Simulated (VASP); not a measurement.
Input of a VASP 6.6.1 run:

The input POSCAR:

```
Rh
1.0
    0.0000000000      1.9471667102      1.9471667102
    1.9471667102      0.0000000000      1.9471667102
    1.9471667102      1.9471667102      0.0000000000
Rh
1
Direct
    0.0000000000      0.0000000000      0.0000000000
```

INCAR.step1

```
SYSTEM = Rh
ALGO = Normal ; EDIFF = 1E-5
ENCUT = 520 ; GGA = PE
ISIF = 2 ; ISMEAR = 1
ISPIN = 2 ; LASPH = .True.
LCHARG = .False. ; LMAXMIX = 4
LORBIT = 11 ; LREAL = .False.
LWAVE = .True. ; MAGMOM = 0
NBANDS = 18 ; NELM = 150
PREC = Accurate ; SIGMA = 0.15
```

Contents of INCAR.step2:

```
SYSTEM = Rh
AEXX = 0.25 ; ALGO = Normal
EDIFF = 1E-6 ; ENCUT = 520
GGA = PE ; ISIF = 2
ISMEAR = 1 ; ISPIN = 2
ISTART = 1 ; LASPH = .True.
LCHARG = .False. ; LHFCALC = .True.
LMAXMIX = 4 ; LORBIT = 11
LREAL = .False. ; LWAVE = .False.
MAGMOM = 0 ; NBANDS = 18
NELM = 150 ; PREC = Accurate
PRECFOCK = Normal ; SIGMA = 0.15
```

File KPOINTS:

```
k-points
0
Gamma
  7 7 7
  0 0 0
```

Potentials or basis: VASP PAW PBE potentials, release 64 (Rh_pv).

Command:

```bash
$ cat potpaw_PBE.64/Rh_pv/POTCAR > POTCAR
$ cp INCAR.step1 INCAR
$ mpirun -np 1 vasp_std > vasp.out
$ cp INCAR.step2 INCAR
$ mpirun -np 1 vasp_std > vasp.out
```

Question: Predict the net moment.

Answer: 0.00 μB per cell.

Question: Predict the pressure.

Answer: -21.8 GPa.

Caveat: the k points lie up to 0.40 Å⁻¹ apart; an empty level that is flat over the whole mesh can mark a ghost state of the potentials, or a narrow d or f band; no moment was typed at the start, so none could form; the PAW data sets were made with another functional, which shifts forces and pressure a little.
